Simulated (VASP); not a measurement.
# In (Im-3m) in VASP: a series of runs

In is run at these levels: r2SCAN0, HSE06; tasks: single point, relaxation of cell and atoms.

All numbers are computed with VASP 6.6.1; they aren't measurements. Logs are shortened: lines on timing, memory, paths and dates and some standing lists are left out, and cuts for length are marked.

## 1. The cell of the first run

The structure is cubic, space group Im-3m (No. 229). The conventional cell has a = 3.765 Å, b = 3.765 Å, c = 3.765 Å, α = 90.00°, β = 90.00°, γ = 90.00°. In (site symmetry m-3m) has 14 In at 3.26 to 3.77 Å within 4.3 Å.

This isn't the form of In at room conditions, which is tetragonal.

## 2. Single point, r2SCAN0

File POSCAR:

```
In
1.0
   -1.8825252400      1.8825252400      1.8825252400
    1.8825252400     -1.8825252400      1.8825252400
    1.8825252400      1.8825252400     -1.8825252400
In
1
Direct
    0.0000000000      0.0000000000      0.0000000000
```

File INCAR.step1:

```
SYSTEM = In
PREC = Accurate
ENCUT = 520
EDIFF = 1E-5
ISMEAR = -1
SIGMA = 0.05
LREAL = .FALSE.
LASPH = .TRUE.
NELM = 60
ALGO = Normal
ISIF = 2
LWAVE = .TRUE.
LCHARG = .FALSE.
NBANDS = 12
GGA = PE
```

File INCAR.step2:

```
SYSTEM = In
PREC = Accurate
ENCUT = 520
EDIFF = 1E-6
ISMEAR = -1
SIGMA = 0.05
LREAL = .FALSE.
LASPH = .TRUE.
NELM = 60
ALGO = Normal
ISIF = 2
LWAVE = .FALSE.
LCHARG = .FALSE.
METAGGA = R2SCAN
LHFCALC = .TRUE.
AEXX = 0.25
LMIXTAU = .TRUE.
PRECFOCK = Normal
NBANDS = 12
ISTART = 1
```

File KPOINTS:

```
Automatic mesh
0
G
  5 5 5
  0 0 0
```

Potentials or basis: VASP PAW PBE potentials, release 64 (In_d).

Command:

```sh
cat potpaw_PBE.64/In_d/POTCAR > POTCAR
cp INCAR.step1 INCAR
mpirun -np 1 vasp_std > vasp.out
cp INCAR.step2 INCAR
mpirun -np 1 vasp_std > vasp.out
```

OUTCAR:

```text
SYSTEM = In
   PREC = Accurate
   ENCUT = 520
   EDIFF = 1E-6
   ISMEAR = -1
   LREAL = .FALSE.
   LASPH = .TRUE.
   NELM = 60
   ISIF = 2
   METAGGA = R2SCAN
   LHFCALC = .TRUE.
   AEXX = 0.25
   PRECFOCK = Normal
   ISTART = 1

 ion  position               nearest neighbor table
   1  0.000  0.000  0.000-

  LATTYP: Found a body centered cubic cell.
 ALAT       =     3.7650504800

  Lattice vectors:

 A1 = (  -1.8825252400,   1.8825252400,   1.8825252400)
 A2 = (   1.8825252400,  -1.8825252400,   1.8825252400)
 A3 = (   1.8825252400,   1.8825252400,  -1.8825252400)

Analysis of symmetry for initial positions (statically):
=====================================================================
 Subroutine PRICEL returns:
 Original cell was already a primitive cell.

 Routine SETGRP: Setting up the symmetry group for a
 body centered cubic supercell.

 Subroutine GETGRP returns: Found 48 space group operations
 (whereof 48 operations were pure point group operations)
 out of a pool of 48 trial point group operations.

The static configuration has the point symmetry O_h .

Analysis of symmetry for dynamics (positions and initial velocities):
=====================================================================
 Subroutine PRICEL returns:
 Original cell was already a primitive cell.

 Routine SETGRP: Setting up the symmetry group for a
 body centered cubic supercell.

 Subroutine GETGRP returns: Found 48 space group operations
 (whereof 48 operations were pure point group operations)
 out of a pool of 48 trial point group operations.

The dynamic configuration has the point symmetry O_h .

 Subroutine INISYM returns: Found 48 space group operations
 (whereof 48 operations are pure point group operations),
 and found     1 'primitive' translations

----------------------------------------------------------------------------------------

                                     Primitive cell

  volume of cell :      26.6859

  direct lattice vectors                    reciprocal lattice vectors
    -1.882525240  1.882525240  1.882525240     0.000000000  0.265600689  0.265600689
     1.882525240 -1.882525240  1.882525240     0.265600689  0.000000000  0.265600689
     1.882525240  1.882525240 -1.882525240     0.265600689  0.265600689  0.000000000

  length of vectors
     3.260629362  3.260629362  3.260629362     0.375616096  0.375616096  0.375616096

  position of ions in fractional coordinates (direct lattice)
     0.000000000  0.000000000  0.000000000

  ion indices of the primitive-cell ions
   primitive index   ion index
                 1           1

----------------------------------------------------------------------------------------

 KPOINTS: Automatic mesh

Automatic generation of k-mesh.
 Grid dimensions read from file:
 generate k-points for:    5    5    5

 Generating k-lattice:

  Cartesian coordinates                     Fractional coordinates (reciprocal lattice)
     0.000000000  0.053120138  0.053120138     0.200000000  0.000000000  0.000000000
     0.053120138  0.000000000  0.053120138     0.000000000  0.200000000  0.000000000
     0.053120138  0.053120138  0.000000000     0.000000000  0.000000000  0.200000000

  Length of vectors
     0.075123219  0.075123219  0.075123219

  Shift w.r.t. Gamma in fractional coordinates (k-lattice)
     0.000000000  0.000000000  0.000000000

 Subroutine IBZKPT returns following result:
 ===========================================

 Found     10 irreducible k-points:

 Following reciprocal coordinates:
            Coordinates               Weight
  0.000000  0.000000  0.000000      1.000000
  0.200000  0.000000  0.000000     12.000000
  0.400000  0.000000  0.000000     12.000000
  0.200000  0.200000  0.000000     24.000000
  0.400000  0.200000  0.000000     24.000000
  0.200000  0.200000  0.200000      8.000000
 -0.200000  0.200000  0.200000      6.000000
 -0.400000  0.400000  0.200000     24.000000
 -0.400000 -0.400000  0.200000      8.000000
 -0.400000  0.400000  0.400000      6.000000
   k-points           NKPTS =     10   k-points in BZ     NKDIM =    125   number of bands    NBANDS=     12
   number of dos      NEDOS =    301   number of ions     NIONS =      1
   total plane-waves  NPLWV =  13824
   dimension x,y,z NGX =    24 NGY =   24 NGZ =   24
   dimension x,y,z NGXF=    48 NGYF=   48 NGZF=   48
   ions per type =               1
   NGX,Y,Z   is equivalent  to a cutoff of  12.24, 12.24, 12.24 a.u.
   NGXF,Y,Z  is equivalent  to a cutoff of  24.47, 24.47, 24.47 a.u.
 SYSTEM =  In
   PREC   = accura    normal or accurate (medium, high low for compatibility)
   ISTART =      1    job   : 0-new  1-cont  2-samecut
   ICHARG =      0    charge: 1-file 2-atom 10-const
   ISPIN  =      1    spin polarized calculation?
   LNONCOLLINEAR =      F non collinear calculations
   LSORBIT =      F    spin-orbit coupling
   LASPH  =      T    aspherical Exc in radial PAW
   ENCUT  =  520.0 eV  38.22 Ry    6.18 a.u.   6.06  6.06  6.06*2*pi/ulx,y,z
   NELM   =     60;   NELMIN=  2; NELMDL=  0     # of ELM steps
   EDIFF  = 0.1E-05   stopping-criterion for ELM
   LREAL  =      F    real-space projection
   EDIFFG = 0.1E-04   stopping-criterion for IOM
   NSW    =      0    number of steps for IOM
   IBRION =     -1    ionic relax: 0-MD 1-quasi-New 2-CG
   NFREE  =      0    steps in history (QN), initial steepest desc. (CG)
   ISIF   =      2    stress and relaxation
   ISYM   =      3    0-nonsym 1-usesym 2-fastsym
   POTIM  = 0.5000    time-step for ionic-motion
   TEBEG  =    0.0;   TEEND  =   0.0 temperature during run
   PSTRESS=    0.0 pullay stress
   NELECT =      13.0000    total number of electrons
   NUPDOWN=      -1.0000    fix difference up-down
   EMIN   =  10.00;   EMAX   =-10.00  energy-range for DOS
   EFERMI =   0.00;   METHOD = LEGACY
   ISMEAR =    -1;   SIGMA  =   0.05  broadening in eV -4-tet -1-fermi 0-gaus
   EFERMI_NEDOS =   21; number of points for ismear=-14 and -15
   IALGO  =     38    algorithm
   IMIX   =      1    mixing-type and parameters
     AMIX     =   0.40;   BMIX     =  1.00
     AMIX_MAG =   1.60;   BMIX_MAG =  1.00
  volume/ion in A,a.u.               =      26.69       180.09
  Fermi-wavevector in a.u.,A,eV,Ry     =   1.288136  2.434225 22.576080  1.659295
  Thomas-Fermi vector in A             =   2.420108
   LORBIT       =      0    0 simple, 1 ext, 2 COOP (PROOUT), +10 PAW based schemes
   METAGGA = R2SCAN    functional components
   LHFCALC =     T    Hartree Fock is set to
   PRECFOCK=normal    Normal, Fast or Accurate (Low or Medium for compatibility)
   ENCUT4O =  -1.0   cutoff for four orbital integrals eV
   NKREDX  =     1    reduce k-point grid by
   NKREDY  =     1    reduce k-point grid by
   NKREDZ  =     1    reduce k-point grid by
   AEXX    =    0.2500 exact exchange contribution
   HFSCREEN=    0.0000 screening length (either q_TF or 0.3 A-1)
   HFSCREENC=   0.0000 screening length for correlation (either q_TF or 0.3 A-1)
   ENCUTFOCK=  -1.0 apply spherical cutoff to Coloumb kernel
   IVDW    =     0    specifies the selected vdW correction
   LEPSILON=     F    determine dielectric tensor
   LRPA    =     F    only Hartree local field effects (RPA)
 non-spin polarized calculation
  energy-cutoff  :      520.00
  volume of cell :       26.69
 maximum number of plane-waves:       730
  NGX = 20; NGY = 20; NGZ = 20

 number of electron      13.0000005 magnetization

 Free energy of the ion-electron system (eV)
  ---------------------------------------------------
  ext. energy  EPLUGINS =         0.00000000
  ---------------------------------------------------
  free energy    TOTEN  =       -18.25928730 eV

  energy without entropy =      -18.24611709  energy(sigma->0) =      -18.25270219

 E-fermi :   7.2017     XC(G=0):  -8.6201

 val. band max:        6.3085315189   @ k =  -0.4000  -0.4000   0.2000
 cond. band min:       7.2143072590   @ k =  -0.4000   0.4000   0.2000
 fundamental gap:      0.9057757401
 Fermi energy:         7.2017275939

 k-point     1 :       0.0000    0.0000    0.0000
  band No.  band energies     occupation
      1     -10.3378      2.00000
      2     -10.3378      2.00000
      3     -10.3378      2.00000
      4     -10.0536      2.00000
      5     -10.0536      2.00000
      6      -4.2611      2.00000
      7      20.0315      0.00000
      8      20.0315      0.00000
      9      20.0315      0.00000
     10      21.8838      0.00000
     11      21.8838      0.00000
     12      21.8838      0.00000

 k-point     2 :       0.2000    0.0000    0.0000
  band No.  band energies     occupation
      1     -10.3779      2.00000
      2     -10.3149      2.00000
      3     -10.1836      2.00000
      4     -10.0874      2.00000
      5     -10.0563      2.00000
      6      -3.1809      2.00000
      7      13.7589      0.00000
      8      17.1126      0.00000
      9      18.0801      0.00000
     10      19.9283      0.00000
     11      19.9520      0.00000
     12      22.4031      0.00000

 k-point     3 :       0.4000    0.0000    0.0000
  band No.  band energies     occupation
      1     -10.4424      2.00000
      2     -10.3627      2.00000
      3     -10.0774      2.00000
      4     -10.0602      2.00000
      5      -9.9237      2.00000
      6       0.1475      2.00000
      7       5.8562      2.00000
      8      14.6807      0.00000
      9      16.1771      0.00000
     10      18.6894      0.00000
     11      18.9259      0.00000
     12      25.3170      0.00000
[... 76 lines left out ...]
 k-point     9 :      -0.4000   -0.4000    0.2000
  band No.  band energies     occupation
      1     -10.3021      2.00000
      2     -10.3021      2.00000
      3     -10.2231      2.00000
      4      -9.9645      2.00000
      5      -9.9645      2.00000
      6       4.6796      2.00000
      7       6.3085      2.00000
      8       6.3085      2.00000
      9      15.7581      0.00000
     10      17.7420      0.00000
     11      17.7420      0.00000
     12      22.2598      0.00000

 k-point    10 :      -0.4000    0.4000    0.4000
  band No.  band energies     occupation
      1     -10.4070      2.00000
      2     -10.3732      2.00000
      3      -9.9802      2.00000
      4      -9.9802      2.00000
      5      -9.9606      2.00000
      6       4.4097      2.00000
      7       9.5912      0.00000
      8       9.5912      0.00000
      9      10.7621      0.00000
     10      13.6731      0.00000
     11      16.5695      0.00000
     12      27.8324      0.00000

------------------------ aborting loop because EDIFF is reached ----------------------------------------

  FORCE on cell =-STRESS in cart. coord.  units (eV):
  Direction    XX          YY          ZZ          XY          YZ          ZX
  --------------------------------------------------------------------------------------
  -------------------------------------------------------------------------------------
  Total       -0.3077635     -0.3077635     -0.3077635      0.0000000     -0.0000000      0.0000000
  in kB      -18.4775859    -18.4775859    -18.4775859      0.0000000     -0.0000000      0.0000000
  external PRESSURE =     -18.4775859 kB  Pullay stress =       0.0000000 kB

 VOLUME and BASIS-vectors are now :
 -----------------------------------------------------------------------------
  energy-cutoff  :      520.00
  volume of cell :       26.69
      direct lattice vectors                 reciprocal lattice vectors
    -1.882525240  1.882525240  1.882525240     0.000000000  0.265600689  0.265600689
     1.882525240 -1.882525240  1.882525240     0.265600689  0.000000000  0.265600689
     1.882525240  1.882525240 -1.882525240     0.265600689  0.265600689  0.000000000

 POSITION                                       TOTAL-FORCE (eV/Angst)
 -----------------------------------------------------------------------------------
      0.00000      0.00000      0.00000         0.000000      0.000000      0.000000
 -----------------------------------------------------------------------------------
    total drift:                               -0.000000      0.000000     -0.000000

  FREE ENERGIE OF THE ION-ELECTRON SYSTEM (eV)
  ---------------------------------------------------
  free  energy   TOTEN  =       -18.2592872953 eV

  energy  without entropy=      -18.2461170857  energy(sigma->0) =      -18.25270219
```

It took 13 min on 1 thread of AMD EPYC 7R43 (Zen 3), shared host; peak memory 0.12 GiB.

Results:

* Free energy: -18.2593 eV
* Pressure: -1.8 GPa
* Band gap on the k mesh: zero (an odd number of electrons rules out a gap without spin polarisation)

Levels at points of the mesh, in eV from the Fermi level:
```csv
k point,band 3,band 4,band 5,band 6,band 7,band 8,band 9,band 10
"(0.00, 0.00, 0.00)",-17.54,-17.26,-17.26,-11.46,12.83,12.83,12.83,14.68
```

Caveat: the k points lie up to 0.47 Å⁻¹ apart, too coarse for converged energies and pressures of a metal; the PAW data sets were made with another functional, which shifts forces and pressure a little; spin-orbit coupling is left out, which moves the levels of the heavy elements.

## 3. Relaxation of cell and atoms, HSE06

POSCAR is that of step 2.

File INCAR.step1:

```
SYSTEM = In
ALGO = Normal
EDIFF = 1E-5
ENCUT = 600
GGA = PE
ISMEAR = -1
LASPH = .TRUE.
LCHARG = .FALSE.
LREAL = .FALSE.
LWAVE = .TRUE.
NBANDS = 12
NELM = 60
PREC = Accurate
SIGMA = 0.05
```

File INCAR.step2:

```
SYSTEM = In
ALGO = Normal
EDIFF = 1E-6
EDIFFG = -0.01
ENCUT = 600
GGA = PE
HFSCREEN = 0.2079
IBRION = 2
ISIF = 3
ISMEAR = -1
ISTART = 1
LASPH = .TRUE.
LCHARG = .FALSE.
LHFCALC = .TRUE.
LREAL = .FALSE.
LWAVE = .FALSE.
NELM = 60
NSW = 60
PREC = Accurate
PRECFOCK = Normal
SIGMA = 0.05
```

File KPOINTS:

```
k-points
0
G
  5 5 5
  0 0 0
```

Potentials or basis: VASP PAW PBE potentials, release 64 (In_d).

Command:

```sh
cat potpaw_PBE.64/In_d/POTCAR > POTCAR
cp INCAR.step1 INCAR
mpirun -np 1 vasp_std > vasp.out
cp INCAR.step2 INCAR
mpirun -np 1 vasp_std > vasp.out
```

OUTCAR:

```text
SYSTEM = In
   EDIFF = 1E-6
   EDIFFG = -0.01
   ENCUT = 600
   GGA = PE
   HFSCREEN = 0.2079
   IBRION = 2
   ISIF = 3
   ISMEAR = -1
   ISTART = 1
   LASPH = .TRUE.
   LHFCALC = .TRUE.
   LREAL = .FALSE.
   NELM = 60
   NSW = 60
   PREC = Accurate
   PRECFOCK = Normal

 ion  position               nearest neighbor table
   1  0.000  0.000  0.000-

  LATTYP: Found a body centered cubic cell.
 ALAT       =     3.7650504800

  Lattice vectors:

 A1 = (  -1.8825252400,   1.8825252400,   1.8825252400)
 A2 = (   1.8825252400,  -1.8825252400,   1.8825252400)
 A3 = (   1.8825252400,   1.8825252400,  -1.8825252400)

Analysis of symmetry for initial positions (statically):
=====================================================================
 Subroutine PRICEL returns:
 Original cell was already a primitive cell.

 Routine SETGRP: Setting up the symmetry group for a
 body centered cubic supercell.

 Subroutine GETGRP returns: Found 48 space group operations
 (whereof 48 operations were pure point group operations)
 out of a pool of 48 trial point group operations.

[... 143 lines left out ...]

--------------------------------------- Ionic step        1  -------------------------------------------

 number of electron      12.9999996 magnetization

 Free energy of the ion-electron system (eV)
  ---------------------------------------------------
  ext. energy  EPLUGINS =         0.00000000
  ---------------------------------------------------
  free energy    TOTEN  =        -2.86626627 eV

  energy without entropy =       -2.85078459  energy(sigma->0) =       -2.85852543

------------------------ aborting loop because EDIFF is reached ----------------------------------------

  FORCE on cell =-STRESS in cart. coord.  units (eV):
  Direction    XX          YY          ZZ          XY          YZ          ZX
  --------------------------------------------------------------------------------------
  -------------------------------------------------------------------------------------
  Total       -0.1752266     -0.1752266     -0.1752266     -0.0000000      0.0000000     -0.0000000
  in kB      -10.5203032    -10.5203032    -10.5203032     -0.0000000      0.0000000     -0.0000000
  external PRESSURE =     -10.5203032 kB  Pullay stress =       0.0000000 kB
[... 92 lines left out ...]
--------------------------------------- Ionic step        4  -------------------------------------------

 number of electron      12.9999996 magnetization

 Free energy of the ion-electron system (eV)
  ---------------------------------------------------
  ext. energy  EPLUGINS =         0.00000000
  ---------------------------------------------------
  free energy    TOTEN  =        -2.86656017 eV

  energy without entropy =       -2.85127841  energy(sigma->0) =       -2.85891929

 E-fermi :   7.3112     XC(G=0):  -8.4500

 val. band max:        6.8115794982   @ k =  -0.4000  -0.4000   0.2000
 cond. band min:       7.3321607203   @ k =  -0.4000   0.4000   0.2000
 fundamental gap:      0.5205812221
 Fermi energy:         7.3112010146

 k-point     1 :       0.0000    0.0000    0.0000
  band No.  band energies     occupation
      1      -9.3984      2.00000
      2      -9.3984      2.00000
      3      -9.3984      2.00000
      4      -9.1236      2.00000
      5      -9.1236      2.00000
      6      -3.3642      2.00000
      7      19.3765      0.00000
      8      19.3765      0.00000
      9      19.3765      0.00000
     10      21.0935      0.00000
[... 143 lines left out ...]
  FREE ENERGIE OF THE ION-ELECTRON SYSTEM (eV)
  ---------------------------------------------------
  free  energy   TOTEN  =        -2.8665601660 eV

  energy  without entropy=       -2.8512784139  energy(sigma->0) =       -2.85891929

 reached required accuracy - stopping structural energy minimisation
```

OUTCAR.step1:

```text
SYSTEM = In
   EDIFF = 1E-5
   ENCUT = 600
   GGA = PE
   ISMEAR = -1
   LASPH = .TRUE.
   LREAL = .FALSE.
[... 349 lines left out ...]
 -----------------------------------------------------------------------------------
      0.00000      0.00000      0.00000         0.000000     -0.000000      0.000000
 -----------------------------------------------------------------------------------
    total drift:                               -0.000000     -0.000000     -0.000000

  FREE ENERGIE OF THE ION-ELECTRON SYSTEM (eV)
  ---------------------------------------------------
  free  energy   TOTEN  =        -2.5220364241 eV

  energy  without entropy=       -2.5059648600  energy(sigma->0) =       -2.51400064
```

Run time: 19 min. Hardware: 1 thread of Intel Xeon Platinum 8259CL at 2.50GHz (Skylake/Cascade Lake), shared host; peak memory 0.27 GiB.

What came out:

```yaml
Free_energy: -2.8666 eV
Relaxed_volume: 26.47 Å³/atom
Relaxed_cell: a = 3.252 Å, b = 3.252 Å, c = 3.252 Å, α = 109.47°, β = 109.47°, γ = 109.47°
Space_group_after_relaxing_to_0.1_Å: Im-3m (No. 229)
Energy_gained_by_relaxing: 0.3 meV/atom
Ionic_steps: 4
Pressure_after_relaxing: 0.0 GPa
Band_gap_on_the_k_mesh: zero (an odd number of electrons rules out a gap without spin polarisation)
```

The path:
| step | energy change (eV) | largest force (eV/Å) | pressure (GPa) | volume (Å³) |
| --- | --- | --- | --- | --- |
| 1 | 0.0000 | 0.0000 | -1.05 | 26.69 |
| 2 | 0.0006 | 0.0000 | 0.65 | 26.01 |
| 3 | -0.0003 | 0.0000 | 0.07 | 26.46 |
| 4 | -0.0003 | 0.0000 | -0.02 | 26.47 |

Final structure:
```
CELL_PARAMETERS angstrom
-1.87742 1.87742 1.87742
1.87742 -1.87742 1.87742
1.87742 1.87742 -1.87742
ATOMIC_POSITIONS crystal
In 0.00000 0.00000 0.00000
```

Levels at points of the mesh, in eV from the Fermi level:
| k point | band 2 | band 3 | band 4 | band 5 | band 6 | band 7 | band 8 | band 9 | band 10 |
| --- | --- | --- | --- | --- | --- | --- | --- | --- | --- |
| (0.00, 0.00, 0.00) | -16.71 | -16.71 | -16.43 | -16.43 | -10.68 | 12.07 | 12.07 | 12.07 | 13.78 |

Caveat: the k points lie up to 0.47 Å⁻¹ apart in the final cell, too coarse for converged energies and pressures of a metal; the PAW data sets were made with another functional, which shifts forces and pressure a little; spin-orbit coupling is left out, which moves the levels of the heavy elements.
